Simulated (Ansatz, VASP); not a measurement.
## Ba2Os: VASP beside Ansatz

```
CELL_PARAMETERS angstrom
0.00000 3.66652 0.00000
3.66652 0.00000 0.00000
1.83326 1.83326 -6.94939
ATOMIC_POSITIONS crystal
Os 0.00000 0.00000 0.00000
Ba 0.37378 0.37378 0.25243
Ba 0.62622 0.62622 0.74757
```

Alike in both runs: functional PBEsol; k mesh 5 × 5 × 5; occupations methfessel-paxton of order 1, width 0.05 eV; collinear spin.

Ansatz relaxed the structure, and its values are those at the end. VASP's run is a single point on that final structure, the one shown.

|  | VASP | Ansatz |
| --- | --- | --- |
| version | VASP 6.6.1 | Ansatz 0.2.0 |
| potentials or method | VASP PAW PBE potentials, release 64 (Os_sv_GW, Ba_sv), cutoff 560 eV | PAW plane waves |
| valence electrons in the cell | 36 | 36 |

|  | VASP | Ansatz | Ansatz less VASP |
| --- | --- | --- | --- |
| gap on the k mesh at the Fermi level (eV) | none | none | - |
| pressure (GPa) | 1.5 | 0.0 | -1.52 |
| rms of the force components (eV/Å) | 0.124 | 0.000 | -0.1237 |
| net moment per atom (μB) | 0.03 | 0.03 | 0.000 |
| size of the moment on the site where the two differ most (μB) | 0.09 | 0.09 | -0.002 |

VASP's potentials were made for PBE, not for PBEsol. Site moments also hang on the region over which each program counts them. A gap of «none» marks a metal or a gap that the smearing closes. One of these differences is far larger than is usual between the two programs; its cause wasn't traced. Ansatz's warnings: seeded moment not kept, structure snapped to symmetry.

Spin-orbit coupling is off throughout.
